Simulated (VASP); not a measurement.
Here is a VASP 6.6.1 calculation.

Contents of INCAR:

```
PREC     = Accurate       # precision mode
ENCUT    = 600            # plane-wave cutoff, eV
EDIFF    = 1E-6           # SCF threshold, eV
ISMEAR   = -1             # smearing method
SIGMA    = 0.01           # smearing width, eV
LREAL    = False          # projectors in reciprocal space
LASPH    = True           # aspherical terms in the spheres
NELM     = 200            # most SCF steps
ALGO     = Normal         # electronic algorithm
ISIF     = 2              # what is computed and relaxed
LWAVE    = False          # write WAVECAR
LCHARG   = False          # write CHGCAR
ISPIN    = 2              # spin polarisation
MAGMOM   = 0              # initial moments
LORBIT   = 11             # projections on sites
NUPDOWN  = 0.0            # fixed moment
LMAXMIX  = 4              # l up to which the mixer works
GGA      = RP             # functional
NBANDS   = 14             # bands
GGA_COMPAT= False
```

The input KPOINTS:

```
Automatic mesh
0
Gamma
  13 13 13
```

Contents of POSCAR:

```
Fe
1.0
   -1.4333151444      1.4333151444      1.4333151444
    1.4333151444     -1.4333151444      1.4333151444
    1.4333151444      1.4333151444     -1.4333151444
Fe
1
Direct
    0.0000000000      0.0000000000      0.0000000000
```

Potentials or basis: VASP PAW PBE potentials, release 64 (Fe).

Run with:

```console
$ cat potpaw_PBE.64/Fe/POTCAR > POTCAR
$ mpirun -np 1 vasp_std > vasp.out
```

(1) What does it give for the pressure?

## Answers

(1) -19.1 GPa.

Caveat: the PAW data sets were made with another functional, which shifts forces and pressure a little; the total moment is fixed, so each spin has its own Fermi level.
